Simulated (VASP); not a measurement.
# In4Sb (Im-3m) in VASP: relaxation of cell and atoms with PBE

Aim: the relaxation of cell and atoms of In4Sb with PBE.

All numbers are computed with VASP 6.6.1; they aren't measurements. Logs are shortened: lines on timing, memory, paths and dates and some standing lists are left out, and cuts for length are marked.

### 1 The cell of the first run

The structure is cubic, space group Im-3m (No. 229). Conventional cell: a = 6.983 Å, b = 6.983 Å, c = 6.983 Å, α = 90.00°, β = 90.00°, γ = 90.00°. Within 4.0 Å of In (site symmetry -3m) lie 2 Sb at 3.02 Å and 6 In at 3.49 Å. Sb (site symmetry m-3m) has 8 In at 3.02 Å within 4.0 Å.

The cell was generated, and may not be a known phase.

### 2 Relaxation of cell and atoms, PBE

File INCAR:

```
SYSTEM = In4Sb
PREC     = Accurate       ! precision mode
ENCUT    = 600            ! plane-wave cutoff, eV
EDIFF    = 1E-6           ! SCF threshold, eV
ISMEAR   = 0              ! smearing method
SIGMA    = 0.1            ! smearing width, eV
LREAL    = .False.        ! projectors in reciprocal space
LASPH    = .True.         ! aspherical terms in the spheres
NELM     = 60             ! most SCF steps
ALGO     = Fast           ! electronic algorithm
ISIF     = 3              ! what is computed and relaxed
LWAVE    = .False.        ! write WAVECAR
LCHARG   = .False.        ! write CHGCAR
GGA      = PE             ! functional
IBRION   = 2              ! ionic algorithm
NSW      = 100            ! ionic steps
EDIFFG   = -0.01          ! ionic threshold
```

File KPOINTS:

```
Automatic mesh
0
Gamma
  8 8 8
  0 0 0
```

File POSCAR:

```
In4Sb
1.0
   -3.4916315875      3.4916315875      3.4916315875
    3.4916315875     -3.4916315875      3.4916315875
    3.4916315875      3.4916315875     -3.4916315875
In Sb
4 1
Direct
    0.5000000000      0.5000000000      0.5000000000
    0.5000000000      0.0000000000      0.0000000000
    0.0000000000      0.0000000000      0.5000000000
    0.0000000000      0.5000000000      0.0000000000
    0.0000000000      0.0000000000      0.0000000000
```

Potentials or basis: VASP PAW PBE potentials, release 64 (In_d, Sb).

Run with:

```console
$ cat potpaw_PBE.64/In_d/POTCAR potpaw_PBE.64/Sb/POTCAR > POTCAR
$ mpirun -np 1 vasp_std > vasp.out
```

OUTCAR:

```text
SYSTEM = In4Sb
   PREC = Accurate
   ENCUT = 600
   EDIFF = 1E-6
   ISMEAR = 0
   LREAL = .False.
   LASPH = .True.
   NELM = 60
   ISIF = 3
   GGA = PE
   IBRION = 2
   NSW = 100
   EDIFFG = -0.01

 ion  position               nearest neighbor table
   1  0.500  0.500  0.500-   5 3.02   5 3.02   4 3.49   2 3.49   2 3.49   4 3.49   3 3.49   3 3.49

   2  0.500  0.000  0.000-   5 3.02   5 3.02   4 3.49   1 3.49   1 3.49   3 3.49   3 3.49   4 3.49

   3  0.000  0.000  0.500-   5 3.02   5 3.02   4 3.49   1 3.49   2 3.49   4 3.49   2 3.49   1 3.49

   4  0.000  0.500  0.000-   5 3.02   5 3.02   3 3.49   1 3.49   2 3.49   3 3.49   1 3.49   2 3.49

   5  0.000  0.000  0.000-   1 3.02   2 3.02   3 3.02   4 3.02   3 3.02   4 3.02   2 3.02   1 3.02

  LATTYP: Found a body centered cubic cell.
 ALAT       =     6.9832631750

  Lattice vectors:

 A1 = (  -3.4916315875,   3.4916315875,   3.4916315875)
 A2 = (   3.4916315875,  -3.4916315875,   3.4916315875)
 A3 = (   3.4916315875,   3.4916315875,  -3.4916315875)

Analysis of symmetry for initial positions (statically):
=====================================================================
 Subroutine PRICEL returns:
 Original cell was already a primitive cell.

 Routine SETGRP: Setting up the symmetry group for a
 body centered cubic supercell.

 Subroutine GETGRP returns: Found 48 space group operations
 (whereof 48 operations were pure point group operations)
 out of a pool of 48 trial point group operations.

The static configuration has the point symmetry O_h .

Analysis of symmetry for dynamics (positions and initial velocities):
=====================================================================
 Subroutine PRICEL returns:
 Original cell was already a primitive cell.

 Routine SETGRP: Setting up the symmetry group for a
 body centered cubic supercell.

 Subroutine GETGRP returns: Found 48 space group operations
 (whereof 48 operations were pure point group operations)
 out of a pool of 48 trial point group operations.

The dynamic configuration has the point symmetry O_h .

 Subroutine INISYM returns: Found 48 space group operations
 (whereof 48 operations are pure point group operations),
 and found     1 'primitive' translations

----------------------------------------------------------------------------------------

                                     Primitive cell

  volume of cell :     170.2728

  direct lattice vectors                    reciprocal lattice vectors
    -3.491631588  3.491631588  3.491631588     0.000000000  0.143199529  0.143199529
     3.491631588 -3.491631588  3.491631588     0.143199529  0.000000000  0.143199529
     3.491631588  3.491631588 -3.491631588     0.143199529  0.143199529  0.000000000

  length of vectors
     6.047683311  6.047683311  6.047683311     0.202514717  0.202514717  0.202514717

  position of ions in fractional coordinates (direct lattice)
     0.500000000  0.500000000  0.500000000
     0.500000000  0.000000000  0.000000000
     0.000000000  0.000000000  0.500000000
     0.000000000  0.500000000  0.000000000
     0.000000000  0.000000000  0.000000000

  ion indices of the primitive-cell ions
   primitive index   ion index
                 1           1
                 2           2
                 3           3
                 4           4
                 5           5

----------------------------------------------------------------------------------------

 KPOINTS: Automatic mesh

Automatic generation of k-mesh.
 Grid dimensions read from file:
 generate k-points for:    8    8    8

 Generating k-lattice:

  Cartesian coordinates                     Fractional coordinates (reciprocal lattice)
     0.000000000  0.017899941  0.017899941     0.125000000  0.000000000  0.000000000
     0.017899941  0.000000000  0.017899941     0.000000000  0.125000000  0.000000000
     0.017899941  0.017899941  0.000000000     0.000000000  0.000000000  0.125000000

  Length of vectors
     0.025314340  0.025314340  0.025314340

  Shift w.r.t. Gamma in fractional coordinates (k-lattice)
     0.000000000  0.000000000  0.000000000

 Subroutine IBZKPT returns following result:
 ===========================================

 Found     29 irreducible k-points:

 Following reciprocal coordinates:
            Coordinates               Weight
  0.000000  0.000000  0.000000      1.000000
  0.125000  0.000000  0.000000     12.000000
  0.250000  0.000000  0.000000     12.000000
  0.375000  0.000000  0.000000     12.000000
  0.500000  0.000000  0.000000      6.000000
  0.125000  0.125000  0.000000     24.000000
[... 16 lines left out ...]
 -0.250000  0.250000  0.250000      6.000000
 -0.375000  0.375000  0.250000     24.000000
 [... further k-points ...]
   k-points           NKPTS =     29   k-points in BZ     NKDIM =     29   number of bands    NBANDS=     34
   number of dos      NEDOS =    301   number of ions     NIONS =      5
   total plane-waves  NPLWV = 110592
   dimension x,y,z NGX =    48 NGY =   48 NGZ =   48
   dimension x,y,z NGXF=    96 NGYF=   96 NGZF=   96
   ions per type =               4   1
   NGX,Y,Z   is equivalent  to a cutoff of  13.19, 13.19, 13.19 a.u.
   NGXF,Y,Z  is equivalent  to a cutoff of  26.39, 26.39, 26.39 a.u.
 SYSTEM =  In4Sb
   PREC   = accura    normal or accurate (medium, high low for compatibility)
   ISTART =      0    job   : 0-new  1-cont  2-samecut
   ICHARG =      2    charge: 1-file 2-atom 10-const
   ISPIN  =      1    spin polarized calculation?
   LNONCOLLINEAR =      F non collinear calculations
   LSORBIT =      F    spin-orbit coupling
   LASPH  =      T    aspherical Exc in radial PAW
   ENCUT  =  600.0 eV  44.10 Ry    6.64 a.u.  12.08 12.08 12.08*2*pi/ulx,y,z
   NELM   =     60;   NELMIN=  2; NELMDL= -5     # of ELM steps
   EDIFF  = 0.1E-05   stopping-criterion for ELM
   LREAL  =      F    real-space projection
   EDIFFG = -.1E-01   stopping-criterion for IOM
   NSW    =    100    number of steps for IOM
   IBRION =      2    ionic relax: 0-MD 1-quasi-New 2-CG
   NFREE  =      1    steps in history (QN), initial steepest desc. (CG)
   ISIF   =      3    stress and relaxation
   ISYM   =      2    0-nonsym 1-usesym 2-fastsym
   POTIM  = 0.5000    time-step for ionic-motion
   TEBEG  =    0.0;   TEEND  =   0.0 temperature during run
   PSTRESS=    0.0 pullay stress
   NELECT =      57.0000    total number of electrons
   NUPDOWN=      -1.0000    fix difference up-down
   EMIN   =  10.00;   EMAX   =-10.00  energy-range for DOS
   EFERMI =   0.00;   METHOD = LEGACY
   ISMEAR =     0;   SIGMA  =   0.10  broadening in eV -4-tet -1-fermi 0-gaus
   EFERMI_NEDOS =   21; number of points for ismear=-14 and -15
   IALGO  =     68    algorithm
   IMIX   =      4    mixing-type and parameters
     AMIX     =   0.40;   BMIX     =  1.00
     AMIX_MAG =   1.60;   BMIX_MAG =  1.00
  volume/ion in A,a.u.               =      34.05       229.81
  Fermi-wavevector in a.u.,A,eV,Ry     =   1.136714  2.148079 17.580356  1.292120
  Thomas-Fermi vector in A             =   2.273420
   LORBIT       =      0    0 simple, 1 ext, 2 COOP (PROOUT), +10 PAW based schemes
   GGA     = PE    functional components
   LHFCALC =     F    Hartree Fock is set to
   AEXX    =    0.0000 exact exchange contribution
   IVDW    =     0    specifies the selected vdW correction
   LEPSILON=     F    determine dielectric tensor
   LRPA    =     F    only Hartree local field effects (RPA)
 conjugate gradient relaxation of ions
 non-spin polarized calculation
 RMM-DIIS sequential band-by-band and
 Gauss-broadening in eV      SIGMA  =   0.10
  energy-cutoff  :      600.00
  volume of cell :      170.27
 maximum number of plane-waves:      5721
   NGX = 25   NGY = 25   NGZ = 25

--------------------------------------- Ionic step        1  -------------------------------------------

 number of electron      56.9999992 magnetization

 Free energy of the ion-electron system (eV)
  ---------------------------------------------------
  ext. energy  EPLUGINS =         0.00000000
  ---------------------------------------------------
  free energy    TOTEN  =       -12.95903793 eV

  energy without entropy =      -12.93215968  energy(sigma->0) =      -12.94559880

 E-fermi :   5.0390     XC(G=0):  -8.8841

 val. band max:        5.0303064723   @ k =   0.3750   0.1250   0.0000
 cond. band min:       5.0552932872   @ k =  -0.3750   0.3750   0.1250
 fundamental gap:      0.0249868149
 Fermi energy:         5.0390200603

 k-point     1 :       0.0000    0.0000    0.0000
  band No.  band energies     occupation
      1      -9.7102      2.00000
      2      -9.5914      2.00000
      3      -9.5914      2.00000
      4      -9.5028      2.00000
      5      -9.5028      2.00000
      6      -9.4864      2.00000
[... 26 lines left out ...]
     33       8.2158      0.00000
     34       8.9209      0.00000
[... 912 lines left out ...]
 POSITION                                       TOTAL-FORCE (eV/Angst)
 -----------------------------------------------------------------------------------
      1.76704      1.76704      1.76704        -0.000000     -0.000000     -0.000000
     -1.76704      1.76704      1.76704        -0.000000      0.000000      0.000000
      1.76704      1.76704     -1.76704         0.000000     -0.000000      0.000000
      1.76704      5.30112      1.76704        -0.000000      0.000000      0.000000
      3.53408      3.53408      3.53408         0.000000     -0.000000     -0.000000
 -----------------------------------------------------------------------------------
    total drift:                                0.000000      0.000000     -0.000000

  FREE ENERGIE OF THE ION-ELECTRON SYSTEM (eV)
  ---------------------------------------------------
  free  energy   TOTEN  =       -12.9860138316 eV

  energy  without entropy=      -12.9593548369  energy(sigma->0) =      -12.97268433

--------------------------------------- Ionic step        3  -------------------------------------------

 number of electron      56.9999975 magnetization

 Free energy of the ion-electron system (eV)
  ---------------------------------------------------
  ext. energy  EPLUGINS =         0.00000000
  ---------------------------------------------------
  free energy    TOTEN  =       -12.98726884 eV

  energy without entropy =      -12.96079243  energy(sigma->0) =      -12.97403063

 E-fermi :   4.6404     XC(G=0):  -8.6912

 val. band max:        4.6371483894   @ k =   0.5000   0.0000   0.0000
 cond. band min:       4.6453459623   @ k =  -0.3750   0.3750   0.1250
 fundamental gap:      0.0081975729
 Fermi energy:         4.6403742301

 k-point     1 :       0.0000    0.0000    0.0000
  band No.  band energies     occupation
      1     -10.0300      2.00000
      2      -9.9480      2.00000
      3      -9.9480      2.00000
      4      -9.8724      2.00000
      5      -9.8724      2.00000
      6      -9.8548      2.00000
[... 26 lines left out ...]
     33       7.8478      0.00000
     34       8.4125      0.00000
[... 864 lines left out ...]
 VOLUME and BASIS-vectors are now :
 -----------------------------------------------------------------------------
  energy-cutoff  :      600.00
  volume of cell :      178.14
      direct lattice vectors                 reciprocal lattice vectors
    -3.544584188  3.544584188  3.544584188     0.000000000  0.141060269  0.141060269
     3.544584188 -3.544584188  3.544584188     0.141060269  0.000000000  0.141060269
     3.544584188  3.544584188 -3.544584188     0.141060269  0.141060269  0.000000000

 POSITION                                       TOTAL-FORCE (eV/Angst)
 -----------------------------------------------------------------------------------
      1.77229      1.77229      1.77229         0.000000     -0.000000     -0.000000
     -1.77229      1.77229      1.77229        -0.000000      0.000000     -0.000000
      1.77229      1.77229     -1.77229        -0.000000     -0.000000      0.000000
      1.77229     -1.77229      1.77229         0.000000      0.000000      0.000000
      0.00000      0.00000      0.00000         0.000000      0.000000      0.000000
 -----------------------------------------------------------------------------------
    total drift:                                0.000000      0.000000     -0.000000

  FREE ENERGIE OF THE ION-ELECTRON SYSTEM (eV)
  ---------------------------------------------------
  free  energy   TOTEN  =       -12.9872688365 eV

  energy  without entropy=      -12.9607924319  energy(sigma->0) =      -12.97403063

 reached required accuracy - stopping structural energy minimisation
```

Wall time 17 min (1 thread of Intel Xeon Platinum 8259CL at 2.50GHz (Skylake/Cascade Lake), shared host); peak memory 0.45 GiB.

What came out:

```yaml
Free_energy: -12.9873 eV
Relaxed_volume: 35.63 Å³/atom
Relaxed_cell: a = 6.139 Å, b = 6.139 Å, c = 6.139 Å, α = 109.47°, β = 109.47°, γ = 109.47°
Space_group_after_relaxing_to_0.1_Å: Im-3m (No. 229)
Energy_gained_by_relaxing: 5.6 meV/atom
Ionic_steps: 3
Pressure_after_relaxing: 0.0 GPa
Band_gap_on_the_k_mesh: zero (an odd number of electrons rules out a gap without spin polarisation)
```

Step by step:
| step | energy change (eV) | largest force (eV/Å) | pressure (GPa) | volume (Å³) |
| --- | --- | --- | --- | --- |
| 1 | 0.0000 | 0.0000 | 1.19 | 170.27 |
| 2 | -0.0270 | 0.0000 | 0.21 | 176.56 |
| 3 | -0.0282 | 0.0000 | 0.01 | 178.14 |

Final structure:
```
In Sb
1.0
    -3.54458    3.54458    3.54458
     3.54458   -3.54458    3.54458
     3.54458    3.54458   -3.54458
In Sb
4 1
Direct
  0.50000 0.50000 0.50000
  0.50000 0.00000 0.00000
  0.00000 0.00000 0.50000
  0.00000 0.50000 0.00000
  0.00000 0.00000 0.00000
```

Levels at points of the mesh, in eV from the Fermi level:
```tsv
k point	band 26	band 27	band 28	band 29	band 30	band 31	band 32	band 33
(0.00, 0.00, 0.00)	-3.29	-3.29	-3.29	-0.30	-0.30	-0.30	3.21	3.21
(0.50, 0.00, 0.00)	-3.35	0.00	0.24	0.53	0.92	1.19	1.85	2.14
(0.50, 0.50, 0.50)	-2.13	-1.04	0.80	0.80	0.80	1.25	1.25	1.25
```

Caveat: spin-orbit coupling is left out, which moves the levels of the heavy elements.
